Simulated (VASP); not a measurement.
**Hf: single point with PBE**

Hf:

```xyz
2
Lattice="3.1967 0.0000 0.0000 -1.5983 2.7684 0.0000 0.0000 0.0000 5.0578" Properties=species:S:1:pos:R:3 pbc="T T T"
Hf    0.0000    1.8456    1.2645
Hf    1.5983    0.9228    3.7934
```

```yaml
Program: VASP 6.6.1
Task: single point
Functional: PBE
Potentials_or_basis: VASP PAW PBE potentials, release 64 (Hf_pv)
Cutoff: 500 eV
k_mesh: 6 × 6 × 4
Occupations: gaussian, width 0.1 eV
Spin: no spin polarisation
Dipole_correction: no
Further_INCAR_settings: ALGO = Normal; EDIFF = 1e-06; NBANDS = 17
```

* Pressure: 0.5 GPa
* Band gap on the k mesh: zero (band 10 reaches 6.09 eV, above the bottom of band 11 at 4.72 eV)

Stress tensor (GPa, compression positive):
```
0.27 0.00 0.00
0.00 0.27 0.00
0.00 0.00 1.05
```

Levels at points of the mesh, in eV from the Fermi level:
| k point | band 7 | band 8 | band 9 | band 10 | band 11 | band 12 | band 13 | band 14 |
| --- | --- | --- | --- | --- | --- | --- | --- | --- |
| (0.00, 0.00, 0.00) | -7.43 | -3.76 | 0.59 | 1.12 | 1.12 | 1.41 | 1.94 | 1.94 |
| (0.50, 0.00, 0.00) | -3.40 | -2.80 | -2.28 | -0.86 | 0.74 | 0.82 | 1.63 | 5.83 |
| (0.00, 0.00, 0.50) | -5.46 | -5.46 | 0.10 | 0.10 | 1.02 | 1.02 | 1.02 | 1.02 |
| (0.50, 0.00, 0.50) | -3.46 | -3.46 | -1.04 | -1.04 | 1.12 | 1.12 | 2.60 | 2.60 |

Run time: 6.2 s on 1 thread of Intel(R) Xeon(R) 6975P-C (Granite Rapids), with other jobs on the host, peak memory 0.16 GiB.

Caveat: the k points lie up to 0.38 Å⁻¹ apart; spin-orbit coupling is left out, which moves the levels of the heavy elements.
